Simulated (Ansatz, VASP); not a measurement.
**Tl in VASP and in Ansatz**

```
Tl
1.0
     0.00000    2.40468    2.46634
     2.40468    0.00000    2.46634
     2.40468    2.40468    0.00000
Tl
1
Direct
  0.00000 0.00000 0.00000
```

Change from the starting cell: strain -0.025 along x and y, +0.000 along z, atoms carried along.

Alike in both runs: task single point; functional LDA; k mesh 16 × 16 × 16; occupations gaussian, width 0.15 eV; no spin polarisation.

|  | VASP | Ansatz |
| --- | --- | --- |
| version | VASP 6.6.1 | Ansatz 0.2.0 |
| potentials or method | VASP PAW LDA potentials, release 64 (Tl_d), cutoff 520 eV | scalar-relativistic, plane waves, PAW |
| valence electrons in the cell | 13 | 13 |

VASP gave:

* gap on the k mesh at the Fermi level (eV): none
* pressure (GPa): -2.0
* traceless stress, the component that is largest in VASP (GPa): 0.13

Q: What did Ansatz give for the same quantities?

A: gap on the k mesh at the Fermi level (eV): none; pressure (GPa): -2.1; traceless stress, the component that is largest in VASP (GPa): 0.15.

LDA's correlation is that of Perdew and Zunger in VASP and of Perdew and Wang (1992) in Ansatz. A gap of «none» marks a metal or a gap that the smearing closes.

Spin-orbit coupling is off throughout.
